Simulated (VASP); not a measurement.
Set up this calculation in VASP 6.6.1, as the native input.

- Task: single point
- Functional: PBE
- Potentials or basis: VASP PAW PBE potentials, release 64 (Na_pv)
- Cutoff: 520 eV
- k mesh: 12 × 12 × 6
- Occupations: gaussian, width 0.1 eV
- Spin: no spin polarisation
- Dipole correction: no
- Further INCAR settings: ALGO = Fast; EDIFF = 1e-06; NBANDS = 14

The structure of Na lies in POSCAR:

```
Na
1.0
    2.1081417322     -4.1057374766      0.0000000000
    2.1081417322      4.1057374766      0.0000000000
    0.0000000000      0.0000000000      7.2940344943
Na
2
Direct
    0.8509605651      0.1490394349      0.7500000000
    0.1490394349      0.8509605651      0.2500000000
```

This cell differs from its parent crystal: Rb replaced by Na, lengths x 0.853, strained.

The input as run:

INCAR

```
  PREC = Accurate
  ENCUT = 520
  EDIFF = 1E-6
  ISMEAR = 0
  SIGMA = 0.1
  LREAL = F
  LASPH = T
  NELM = 80
  ALGO = Fast
  ISIF = 2
  LWAVE = F
  LCHARG = T
  GGA = PE
  LELF = T
  LVHAR = T
  NBANDS = 14
```

KPOINTS

```
Automatic mesh
0
Gamma
  12 12 6
```

Potentials or basis: VASP PAW PBE potentials, release 64 (Na_pv).

The run is started by

```sh
$ cat potpaw_PBE.64/Na_pv/POTCAR > POTCAR
$ mpirun -np 1 vasp_std > vasp.out
```

Results of the run:

| Item | Value |
| --- | --- |
| Pressure | -1.5 GPa |
| Largest force | 0.007 eV/Å |
| Band gap on the k mesh | zero (bands 7 and 8 overlap by 3.08 eV) |

Caveat: the cell differs from its parent crystal (Rb replaced by Na, lengths x 0.853, strained).

Wall time 2.3 min on 1 thread of Intel(R) Xeon(R) 6975P-C (Granite Rapids), with other jobs on the host, peak memory 0.39 GiB.
